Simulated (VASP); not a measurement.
# KF (P4/mmm) in VASP: a series of runs, part 2 of 2

VASP 6.6.1. The steps go on from the part before.

### 5 Single point, r2SCAN (biaxial xy strain -5.9%)

POSCAR reads:

```
KF
1.0
    2.9919530854      0.0000000000      0.0000000000
    0.0000000000      2.9919530854      0.0000000000
    0.0000000000      0.0000000000      3.1788706815
K F
1 1
Direct
    0.0000000000      0.0000000000      0.0000000000
    0.5000000000      0.5000000000      0.5000000000
```

INCAR.step1 reads:

```
SYSTEM = KF
PREC = Accurate
ENCUT = 520
ISMEAR = 0
SIGMA = 0.01
LREAL = .False.
LASPH = .True.
NELM = 100
NBANDS = 15
GGA = PE
ALGO = Normal
EDIFF = 1E-4
LWAVE = .True.
LCHARG = .False.
```

INCAR.step2 reads:

```
SYSTEM = KF
PREC = Accurate
ENCUT = 520
EDIFF = 1E-6
ISMEAR = 0
SIGMA = 0.01
LREAL = .False.
LASPH = .True.
NELM = 100
ALGO = Normal
ISIF = 2
LWAVE = .False.
LCHARG = .False.
METAGGA = R2SCAN
LMIXTAU = .True.
NBANDS = 15
ISTART = 1
```

KPOINTS reads:

```
regular mesh
0
Gamma
  8 8 8
  0 0 0
```

Potentials or basis: VASP PAW PBE potentials, release 64 (K_sv, F).

Command:

```
$ cat potpaw_PBE.64/K_sv/POTCAR potpaw_PBE.64/F/POTCAR > POTCAR
$ cp INCAR.step1 INCAR
$ mpirun -np 1 vasp_std > vasp.out
$ cp INCAR.step2 INCAR
$ mpirun -np 1 vasp_std > vasp.out
```

OUTCAR:

```text
SYSTEM = KF
   PREC = Accurate
   ENCUT = 520
   EDIFF = 1E-6
   ISMEAR = 0
   LREAL = .False.
   LASPH = .True.
   NELM = 100
   ISIF = 2
   METAGGA = R2SCAN
   ISTART = 1

 ion  position               nearest neighbor table
   1  0.000  0.000  0.000-   2 2.65   2 2.65   2 2.65   2 2.65   2 2.65   2 2.65   2 2.65   2 2.65

   2  0.500  0.500  0.500-   1 2.65   1 2.65   1 2.65   1 2.65   1 2.65   1 2.65   1 2.65   1 2.65

  LATTYP: Found a simple tetragonal cell.
 ALAT       =     2.9919530854
 C/A-ratio  =     1.0624734382

  Lattice vectors:

 A1 = (   2.9919530854,   0.0000000000,   0.0000000000)
 A2 = (   0.0000000000,   2.9919530854,   0.0000000000)
 A3 = (   0.0000000000,   0.0000000000,   3.1788706815)

Analysis of symmetry for initial positions (statically):
=====================================================================
 Subroutine PRICEL returns:
 Original cell was already a primitive cell.

 Routine SETGRP: Setting up the symmetry group for a
 simple tetragonal supercell.

 Subroutine GETGRP returns: Found 16 space group operations
 (whereof 16 operations were pure point group operations)
 out of a pool of 16 trial point group operations.

The static configuration has the point symmetry D_4h.

[... 169 lines left out ...]
  band No.  band energies     occupation
      1     -29.5757      2.00000
      2     -22.0774      2.00000
      3     -11.6774      2.00000
      4     -11.4315      2.00000
      5     -11.4315      2.00000
      6      -2.0126      2.00000
      7      -1.7919      2.00000
      8      -1.7919      2.00000
      9       6.8790      0.00000
     10       7.2550      0.00000
     11       7.3809      0.00000
     12      13.9670      0.00000
     13      13.9670      0.00000
     14      14.4296      0.00000
[... 401 lines left out ...]
      2     -22.1358      2.00000
      3     -12.6963      2.00000
      4     -11.5838      2.00000
      5     -11.4498      2.00000
      6      -3.1385      2.00000
      7      -2.3666      2.00000
      8      -2.0101      2.00000
      9       9.1979      0.00000
     10      10.2845      0.00000
     11      10.3499      0.00000
     12      11.5533      0.00000
     13      13.3791      0.00000
     14      14.4426      0.00000
     15      18.6072      0.00000

 [... further k-points ...]
[... 5 lines left out ...]
  --------------------------------------------------------------------------------------
  -------------------------------------------------------------------------------------
  Total        1.6581895      1.6581895      0.5019182      0.0000000     -0.0000000     -0.0000000
  in kB       93.3603173     93.3603173     28.2592789      0.0000000     -0.0000000     -0.0000000
  external PRESSURE =      71.6599712 kB  Pullay stress =       0.0000000 kB

 VOLUME and BASIS-vectors are now :
 -----------------------------------------------------------------------------
  energy-cutoff  :      520.00
  volume of cell :       28.46
      direct lattice vectors                 reciprocal lattice vectors
     2.991953085  0.000000000  0.000000000     0.334229840  0.000000000  0.000000000
     0.000000000  2.991953085  0.000000000     0.000000000  0.334229840  0.000000000
     0.000000000  0.000000000  3.178870681     0.000000000  0.000000000  0.314577125

 POSITION                                       TOTAL-FORCE (eV/Angst)
 -----------------------------------------------------------------------------------
      0.00000      0.00000      0.00000         0.000000      0.000000      0.000000
      1.49598      1.49598      1.58944         0.000000      0.000000      0.000000
 -----------------------------------------------------------------------------------
    total drift:                                0.000000      0.000000     -0.000000

  FREE ENERGIE OF THE ION-ELECTRON SYSTEM (eV)
  ---------------------------------------------------
  free  energy   TOTEN  =       -14.7577490084 eV

  energy  without entropy=      -14.7577490084  energy(sigma->0) =      -14.75774901
```

OUTCAR.step1:

```text
SYSTEM = KF
   PREC = Accurate
   ENCUT = 520
   ISMEAR = 0
   LREAL = .False.
   LASPH = .True.
[... 656 lines left out ...]
      0.00000      0.00000      0.00000         0.000000      0.000000      0.000000
      1.49598      1.49598      1.58944         0.000000      0.000000      0.000000
 -----------------------------------------------------------------------------------
    total drift:                                0.000000      0.000000     -0.000000

  FREE ENERGIE OF THE ION-ELECTRON SYSTEM (eV)
  ---------------------------------------------------
  free  energy   TOTEN  =        -7.8926688880 eV

  energy  without entropy=       -7.8926688880  energy(sigma->0) =       -7.89266889
```

Run time: 61 s. Hardware: 1 thread of AMD EPYC 9R14 (Zen 4), shared host; peak memory 0.13 GiB.

What came out:

| Property | Result |
| --- | --- |
| Free energy | -14.7577 eV |
| Pressure | 7.2 GPa |
| Band gap on the k mesh | 8.67 eV, indirect (the least direct gap lies 1.6 meV higher) |

Caveat: the cell differs from its parent crystal (biaxial xy strain -5.9%); the PAW data sets were made with another functional, which shifts forces and pressure a little.

### 6 Overview

| level | cell | smearing | gap on the mesh (eV) | pressure (GPa) |
| --- | --- | --- | --- | --- |
| PBE | a = 2.992, b = 2.992, c = 3.179 Å, 2 atoms | fermi-dirac 0.02 eV | 7.69 | 10.6 |
| PBE | a = 3.179, b = 3.179, c = 3.317 Å, 2 atoms | fermi-dirac 0.02 eV | 6.42 | 1.2 |
| PBE | a = 3.291, b = 3.179, c = 3.179 Å, 2 atoms | fermi-dirac 0.02 eV | 6.49 | 1.5 |
| r2SCAN | a = 2.992, b = 2.992, c = 3.179 Å, 2 atoms | gaussian 0.01 eV | 8.67 | 7.2 |

Alike in all rows: task single point; potentials or basis VASP PAW PBE potentials, release 64 (K_sv, F); no spin polarisation; k mesh 8 × 8 × 8; cutoff (eV) 520.

Caveats: the PAW data sets were made with another functional, which shifts forces and pressure a little (some runs).

Total energies depend on the potentials used, so only differences within one code and one set of settings carry meaning.
